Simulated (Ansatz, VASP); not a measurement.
## Two plane-wave programs on Ge

```
Ge
1.0
    -2.44577    2.44577    1.39741
     2.44577   -2.44577    1.39741
     2.44577    2.44577   -1.39741
Ge
2
Direct
  0.25000 0.75000 0.50000
  0.50000 0.50000 0.00000
```

Change from the starting cell: strain -0.050 along x and y, +0.000 along z, atoms carried along.

Alike in both runs: task single point; functional PBEsol; k mesh 20 × 20 × 20; occupations gaussian, width 0.15 eV; no spin polarisation.

|  | VASP | Ansatz |
| --- | --- | --- |
| version | VASP 6.6.1 | Ansatz 0.2.0 |
| potentials or method | VASP PAW PBE potentials, release 64 (Ge_d), cutoff 520 eV | scalar-relativistic, plane waves, PAW |
| valence electrons in the cell | 28 | 28 |

|  | VASP | Ansatz | Ansatz less VASP |
| --- | --- | --- | --- |
| gap on the k mesh at the Fermi level (eV) | none | none | - |
| pressure (GPa) | 9.3 | 9.5 | +0.12 |
| traceless stress, the component that is largest in VASP (GPa) | -2.89 | -2.95 | -0.063 |

VASP's potentials were made for PBE, not for PBEsol. A gap of «none» marks a metal or a gap that the smearing closes.
